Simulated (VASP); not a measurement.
## HfB2: single point with PBEsol

The system is HfB2.

```
Hf B
1.0
     3.01440    0.00000    0.00000
    -1.50720    2.61055    0.00000
     0.00000    0.00000    3.48000
Hf B
1 2
Direct
  0.00000 0.00000 0.00000
  0.66667 0.33333 0.50000
  0.33333 0.66667 0.50000
```

| Item | Value |
| --- | --- |
| Program | VASP 6.6.1 |
| Task | single point |
| Functional | PBEsol |
| Potentials or basis | VASP PAW PBE potentials, release 64 (Hf_pv, B) |
| Cutoff | 520 eV |
| k mesh | 10 × 10 × 8 |
| Occupations | fermi-dirac, width 0.05 eV |
| Spin | no spin polarisation |

```json
{"Pressure": "20.3 GPa", "Band gap on the k mesh": "zero (band 8 reaches 9.21 eV, above the bottom of band 9 at 7.87 eV)"}
```

Stress tensor (GPa, compression positive):
```
27.18  0.00  0.00
 0.00 27.18  0.00
 0.00  0.00  6.63
```

Levels at points of the mesh, in eV from the Fermi level:
```tsv
k point	band 6	band 7	band 8	band 9	band 10	band 11
(0.00, 0.00, 0.00)	-2.89	-2.57	-2.57	4.63	4.63	4.91
(0.50, 0.00, 0.00)	-4.54	-3.24	-2.95	2.36	3.07	6.32
(0.00, 0.00, 0.50)	-0.82	-0.82	0.94	0.94	1.24	1.24
(0.50, 0.00, 0.50)	-4.88	-4.84	-2.22	4.14	4.87	7.36
```

It took 36 s on 1 thread of Intel Xeon 8259CL (shared host), peak memory 0.16 GiB.

Caveat: the PAW data sets were made with another functional, which shifts forces and pressure a little; spin-orbit coupling is left out, which moves the levels of the heavy elements.
